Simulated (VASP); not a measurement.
# MgO (Periclase) (Fm-3m) in VASP: further runs

The runs below take MgO (Periclase) through single point, with PBE.

Everything below comes from runs of VASP 6.6.1. Logs are shortened: lines on timing, memory, paths and dates and some standing lists are left out, and cuts for length are marked.

## Step 1: The cell of the first run

The structure is cubic, space group Fm-3m (No. 225). Conventional cell: a = 4.085 Å, b = 4.085 Å, c = 4.085 Å, α = 90.00°, β = 90.00°, γ = 90.00°. Mg (site symmetry m-3m) has 6 O at 2.04 Å within 2.7 Å. Within 2.7 Å of O (site symmetry m-3m) lie 6 Mg at 2.04 Å.

## Step 2: Single point, PBE

INCAR

```
SYSTEM = MgO
PREC = Accurate
ENCUT = 600
EDIFF = 1E-6
ISMEAR = 0
SIGMA = 0.01
LREAL = .False.
LASPH = .True.
NELM = 120
ALGO = Normal
ISIF = 2
LWAVE = .False.
LCHARG = .False.
GGA = PE
NBANDS = 11
GGA_COMPAT = .False.
```

KPOINTS

```
Automatic mesh
0
Gamma
  10 10 10
  0 0 0
```

POSCAR

```
MgO
1.0
    0.0000000000      2.0426447204      2.0426447204
    2.0426447204      0.0000000000      2.0426447204
    2.0426447204      2.0426447204      0.0000000000
Mg O
1 1
Direct
    0.0000000000      0.0000000000      0.0000000000
    0.5000000000      0.5000000000      0.5000000000
```

Potentials or basis: VASP PAW PBE potentials, release 64 (Mg, O).

Launch:

```sh
$ cat potpaw_PBE.64/Mg/POTCAR potpaw_PBE.64/O/POTCAR > POTCAR
$ mpirun -np 1 vasp_std > vasp.out
```

OUTCAR:

```text
SYSTEM = MgO
   PREC = Accurate
   ENCUT = 600
   EDIFF = 1E-6
   ISMEAR = 0
   LREAL = .False.
   LASPH = .True.
   NELM = 120
   ISIF = 2
   GGA = PE

 ion  position               nearest neighbor table
   1  0.000  0.000  0.000-   2 2.04   2 2.04   2 2.04   2 2.04   2 2.04   2 2.04
   2  0.500  0.500  0.500-   1 2.04   1 2.04   1 2.04   1 2.04   1 2.04   1 2.04

  LATTYP: Found a face centered cubic cell.
 ALAT       =     4.0852894408

  Lattice vectors:

 A1 = (   0.0000000000,   2.0426447204,   2.0426447204)
 A2 = (   2.0426447204,   0.0000000000,   2.0426447204)
 A3 = (   2.0426447204,   2.0426447204,   0.0000000000)

Analysis of symmetry for initial positions (statically):
=====================================================================
 Subroutine PRICEL returns:
 Original cell was already a primitive cell.

 Routine SETGRP: Setting up the symmetry group for a
 face centered cubic supercell.

 Subroutine GETGRP returns: Found 48 space group operations
 (whereof 48 operations were pure point group operations)
 out of a pool of 48 trial point group operations.

The static configuration has the point symmetry O_h .

Analysis of symmetry for dynamics (positions and initial velocities):
=====================================================================
 Subroutine PRICEL returns:
 Original cell was already a primitive cell.

 Routine SETGRP: Setting up the symmetry group for a
 face centered cubic supercell.

 Subroutine GETGRP returns: Found 48 space group operations
 (whereof 48 operations were pure point group operations)
 out of a pool of 48 trial point group operations.

The dynamic configuration has the point symmetry O_h .

 Subroutine INISYM returns: Found 48 space group operations
 (whereof 48 operations are pure point group operations),
 and found     1 'primitive' translations

----------------------------------------------------------------------------------------

                                     Primitive cell

  volume of cell :      17.0455

  direct lattice vectors                    reciprocal lattice vectors
     0.000000000  2.042644720  2.042644720    -0.244780698  0.244780698  0.244780698
     2.042644720  0.000000000  2.042644720     0.244780698 -0.244780698  0.244780698
     2.042644720  2.042644720  0.000000000     0.244780698  0.244780698 -0.244780698

  length of vectors
     2.888735867  2.888735867  2.888735867     0.423972605  0.423972605  0.423972605

  position of ions in fractional coordinates (direct lattice)
     0.000000000  0.000000000  0.000000000
     0.500000000  0.500000000  0.500000000

  ion indices of the primitive-cell ions
   primitive index   ion index
                 1           1
                 2           2

----------------------------------------------------------------------------------------

 KPOINTS: Automatic mesh

Automatic generation of k-mesh.
 Grid dimensions read from file:
 generate k-points for:   10   10   10

 Generating k-lattice:

  Cartesian coordinates                     Fractional coordinates (reciprocal lattice)
    -0.024478070  0.024478070  0.024478070     0.100000000  0.000000000  0.000000000
     0.024478070 -0.024478070  0.024478070     0.000000000  0.100000000  0.000000000
     0.024478070  0.024478070 -0.024478070     0.000000000  0.000000000  0.100000000

  Length of vectors
     0.042397261  0.042397261  0.042397261

  Shift w.r.t. Gamma in fractional coordinates (k-lattice)
     0.000000000  0.000000000  0.000000000

 Subroutine IBZKPT returns following result:
 ===========================================

 Found     47 irreducible k-points:

 Following reciprocal coordinates:
            Coordinates               Weight
  0.000000  0.000000  0.000000      1.000000
  0.100000  0.000000  0.000000      8.000000
  0.200000  0.000000  0.000000      8.000000
  0.300000  0.000000  0.000000      8.000000
  0.400000  0.000000  0.000000      8.000000
  0.500000  0.000000  0.000000      4.000000
[... 16 lines left out ...]
  0.300000  0.300000  0.000000      6.000000
  0.400000  0.300000  0.000000     24.000000
 [... further k-points ...]
   k-points           NKPTS =     47   k-points in BZ     NKDIM =     47   number of bands    NBANDS=     11
   number of dos      NEDOS =    301   number of ions     NIONS =      2
   total plane-waves  NPLWV =  13824
   dimension x,y,z NGX =    24 NGY =   24 NGZ =   24
   dimension x,y,z NGXF=    48 NGYF=   48 NGZF=   48
   ions per type =               1   1
   NGX,Y,Z   is equivalent  to a cutoff of  13.81, 13.81, 13.81 a.u.
   NGXF,Y,Z  is equivalent  to a cutoff of  27.62, 27.62, 27.62 a.u.
 SYSTEM =  MgO
   PREC   = accura    normal or accurate (medium, high low for compatibility)
   ISTART =      0    job   : 0-new  1-cont  2-samecut
   ICHARG =      2    charge: 1-file 2-atom 10-const
   ISPIN  =      1    spin polarized calculation?
   LNONCOLLINEAR =      F non collinear calculations
   LSORBIT =      F    spin-orbit coupling
   LASPH  =      T    aspherical Exc in radial PAW
   ENCUT  =  600.0 eV  44.10 Ry    6.64 a.u.   5.77  5.77  5.77*2*pi/ulx,y,z
   NELM   =    120;   NELMIN=  2; NELMDL= -5     # of ELM steps
   EDIFF  = 0.1E-05   stopping-criterion for ELM
   LREAL  =      F    real-space projection
   EDIFFG = 0.1E-04   stopping-criterion for IOM
   NSW    =      0    number of steps for IOM
   IBRION =     -1    ionic relax: 0-MD 1-quasi-New 2-CG
   NFREE  =      0    steps in history (QN), initial steepest desc. (CG)
   ISIF   =      2    stress and relaxation
   ISYM   =      2    0-nonsym 1-usesym 2-fastsym
   POTIM  = 0.5000    time-step for ionic-motion
   TEBEG  =    0.0;   TEEND  =   0.0 temperature during run
   PSTRESS=    0.0 pullay stress
   NELECT =       8.0000    total number of electrons
   NUPDOWN=      -1.0000    fix difference up-down
   EMIN   =  10.00;   EMAX   =-10.00  energy-range for DOS
   EFERMI =   0.00;   METHOD = LEGACY
   ISMEAR =     0;   SIGMA  =   0.01  broadening in eV -4-tet -1-fermi 0-gaus
   EFERMI_NEDOS =   21; number of points for ismear=-14 and -15
   IALGO  =     38    algorithm
   IMIX   =      4    mixing-type and parameters
     AMIX     =   0.40;   BMIX     =  1.00
     AMIX_MAG =   1.60;   BMIX_MAG =  1.00
  volume/ion in A,a.u.               =       8.52        57.51
  Fermi-wavevector in a.u.,A,eV,Ry     =   1.272239  2.404183 22.022277  1.618592
  Thomas-Fermi vector in A             =   2.405128
   LORBIT       =      0    0 simple, 1 ext, 2 COOP (PROOUT), +10 PAW based schemes
   GGA     = PE    functional components
   LHFCALC =     F    Hartree Fock is set to
   AEXX    =    0.0000 exact exchange contribution
   IVDW    =     0    specifies the selected vdW correction
   LEPSILON=     F    determine dielectric tensor
   LRPA    =     F    only Hartree local field effects (RPA)
 non-spin polarized calculation
 Gauss-broadening in eV      SIGMA  =   0.01
  energy-cutoff  :      600.00
  volume of cell :       17.05
 maximum number of plane-waves:       588
   NGX = 11   NGY = 11   NGZ = 11

 number of electron       7.9999997 magnetization

 Free energy of the ion-electron system (eV)
  ---------------------------------------------------
  ext. energy  EPLUGINS =         0.00000000
  ---------------------------------------------------
  free energy    TOTEN  =       -11.77892450 eV

  energy without entropy =      -11.77892450  energy(sigma->0) =      -11.77892450

 E-fermi :   4.0393     XC(G=0): -11.5212

 val. band max:        3.9092082658   @ k =   0.0000   0.0000   0.0000
 cond. band min:       9.5819605922   @ k =   0.0000   0.0000   0.0000
 fundamental gap:      5.6727523264
 Fermi energy:         4.0392670657

 k-point     1 :       0.0000    0.0000    0.0000
  band No.  band energies     occupation
      1     -13.8509      2.00000
      2       3.9092      2.00000
      3       3.9092      2.00000
      4       3.9092      2.00000
      5       9.5820      0.00000
      6      20.2271      0.00000
      7      20.2271      0.00000
      8      20.2271      0.00000
      9      24.3919      0.00000
     10      26.2781      0.00000
     11      26.2781      0.00000

 k-point     2 :       0.1000    0.0000    0.0000
  band No.  band energies     occupation
      1     -13.7277      2.00000
      2       3.2380      2.00000
      3       3.8296      2.00000
      4       3.8296      2.00000
      5      10.1995      0.00000
      6      18.9503      0.00000
      7      20.5025      0.00000
      8      20.5025      0.00000
      9      25.6753      0.00000
     10      25.6753      0.00000
     11      26.2177      0.00000

 k-point     3 :       0.2000    0.0000    0.0000
  band No.  band energies     occupation
      1     -13.3867      2.00000
      2       1.8235      2.00000
      3       3.6289      2.00000
      4       3.6289      2.00000
      5      11.3775      0.00000
      6      17.4685      0.00000
      7      21.1044      0.00000
      8      21.1044      0.00000
      9      25.0286      0.00000
     10      25.0286      0.00000
     11      27.6783      0.00000

 k-point     4 :       0.3000    0.0000    0.0000
  band No.  band energies     occupation
      1     -12.9209      2.00000
      2       0.3660      2.00000
      3       3.3937      2.00000
      4       3.3937      2.00000
      5      12.2046      0.00000
      6      16.9743      0.00000
      7      21.3962      0.00000
      8      21.3962      0.00000
      9      25.4604      0.00000
     10      25.4604      0.00000
     11      27.1108      0.00000
[... 239 lines left out ...]
 k-point    22 :      -0.2000    0.2000    0.0000
  band No.  band energies     occupation
      1     -12.7842      2.00000
      2       0.5835      2.00000
      3       2.4206      2.00000
      4       3.3825      2.00000
      5      13.2852      0.00000
      6      16.3193      0.00000
      7      20.0871      0.00000
      8      22.8495      0.00000
      9      23.0767      0.00000
     10      26.3812      0.00000
     11      30.4232      0.00000

 k-point    23 :       0.3000    0.3000    0.0000
  band No.  band energies     occupation
      1     -12.6880      2.00000
      2       0.5065      2.00000
      3       2.8742      2.00000
      4       2.8742      2.00000
      5      13.7753      0.00000
      6      14.5202      0.00000
      7      19.3864      0.00000
      8      22.9862      0.00000
      9      22.9862      0.00000
     10      29.1028      0.00000
     11      33.2389      0.00000

 k-point    24 :       0.4000    0.3000    0.0000
  band No.  band energies     occupation
      1     -12.3932      2.00000
      2       0.0241      2.00000
      3       2.4680      2.00000
      4       2.7109      2.00000
      5      14.1054      0.00000
      6      14.6983      0.00000
      7      18.5236      0.00000
      8      23.3268      0.00000
      9      23.5522      0.00000
     10      29.9475      0.00000
     11      32.7941      0.00000

 [... further k-points ...]
[... 5 lines left out ...]
  --------------------------------------------------------------------------------------
  -------------------------------------------------------------------------------------
  Total        2.3628441      2.3628441      2.3628441      0.0000000      0.0000000      0.0000000
  in kB      222.0941637    222.0941637    222.0941637      0.0000000      0.0000000      0.0000000
  external PRESSURE =     222.0941637 kB  Pullay stress =       0.0000000 kB

 VOLUME and BASIS-vectors are now :
 -----------------------------------------------------------------------------
  energy-cutoff  :      600.00
  volume of cell :       17.05
      direct lattice vectors                 reciprocal lattice vectors
     0.000000000  2.042644720  2.042644720    -0.244780698  0.244780698  0.244780698
     2.042644720  0.000000000  2.042644720     0.244780698 -0.244780698  0.244780698
     2.042644720  2.042644720  0.000000000     0.244780698  0.244780698 -0.244780698

 POSITION                                       TOTAL-FORCE (eV/Angst)
 -----------------------------------------------------------------------------------
      0.00000      0.00000      0.00000        -0.000000     -0.000000      0.000000
      2.04264      2.04264      2.04264         0.000000      0.000000      0.000000
 -----------------------------------------------------------------------------------
    total drift:                               -0.000000     -0.000000      0.000000

  FREE ENERGIE OF THE ION-ELECTRON SYSTEM (eV)
  ---------------------------------------------------
  free  energy   TOTEN  =       -11.7789244953 eV

  energy  without entropy=      -11.7789244953  energy(sigma->0) =      -11.77892450
```

It took 5.4 s on 1 thread of Intel Xeon 6975P-C (Granite Rapids), shared host; peak memory 0.14 GiB.

What came out:

```yaml
Free_energy: -11.7789 eV
Pressure: 22.2 GPa
Band_gap_on_the_k_mesh: 5.67 eV, direct
```

PBE gaps usually lie below the measured ones, often by a third to a half.

## Step 3: Single point, PBE

INCAR

```
  PREC = Accurate
  ENCUT = 600
  EDIFF = 1E-6
  ISMEAR = 0
  SIGMA = 0.02
  LREAL = F
  LASPH = T
  NELM = 120
  ALGO = Normal
  ISIF = 2
  LWAVE = F
  LCHARG = F
  GGA = PE
  NBANDS = 11
  GGA_COMPAT = F
```

KPOINTS

```
Automatic mesh
0
Gamma
  10 10 10
```

POSCAR is that of step 2.

Potentials or basis: VASP PAW PBE potentials, release 64 (Mg, O).

Launch:

```sh
$ cat potpaw_PBE.64/Mg/POTCAR potpaw_PBE.64/O/POTCAR > POTCAR
$ mpirun -np 1 vasp_std > vasp.out
```

It took 4.1 s on 1 thread of Intel Xeon 6975P-C (Granite Rapids), shared host; peak memory 0.14 GiB.

Results (log left out):

| Property | Result |
| --- | --- |
| Free energy | -11.7789 eV |
| Pressure | 22.2 GPa |
| Band gap on the k mesh | 5.67 eV, direct |

Levels at points of the mesh, in eV from the valence-band top:
```csv
k point,band 2,band 3,band 4,band 5,band 6,band 7
"(0.00, 0.00, 0.00)",0.00,0.00,0.00,5.67,16.32,16.32
"(0.50, 0.00, 0.00)",-5.04,-0.76,-0.76,8.50,13.67,17.28
"(0.50, 0.50, 0.00)",-4.47,-1.48,-1.48,9.21,11.01,14.11
```
